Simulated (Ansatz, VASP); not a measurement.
## RuS: VASP beside Ansatz

```xyz
2
Lattice="0.0000 2.7643 2.7643 2.7643 0.0000 2.7643 2.7643 2.7643 0.0000" Properties=species:S:1:pos:R:3 pbc="T T T"
Ru    0.0000    0.0000    0.0000
S     1.3821    1.3821    1.3821
```

Alike in both runs: task single point; functional PBEsol; k mesh 6 × 6 × 6; occupations gaussian, width 0.05 eV; collinear spin; Hubbard terms Ru d U = 2.0 eV.

```csv
,VASP,Ansatz
version,VASP 6.6.1,Ansatz 0.2.0
potentials or method,"VASP PAW PBE potentials, release 64 (Ru_pv, S), cutoff 520 eV","all-electron LAPW, scalar-relativistic"
```

```csv
,VASP,Ansatz,Ansatz less VASP
gap on the k mesh at the Fermi level (eV),none,none,-
pressure (GPa),-20.3,-20.5,-0.20
net moment per atom (μB),0.30,0.30,0.000
size of the moment on the site where the two differ most (μB),0.59,0.59,-0.002
```

VASP's potentials were made for PBE, not for PBEsol. Site moments also hang on the region over which each program counts them. The programs project onto different local orbitals, so the same U acts differently, and such runs can settle in different states. A gap of «none» marks a metal or a gap that the smearing closes. Ansatz ran all-electron here, and VASP with PAW potentials.

Noted on Ansatz's run: the k mesh is thin for a metal, which can move the energy by tens of meV per atom; U is the effective U less J, on atomic orbitals that reach past the spheres.
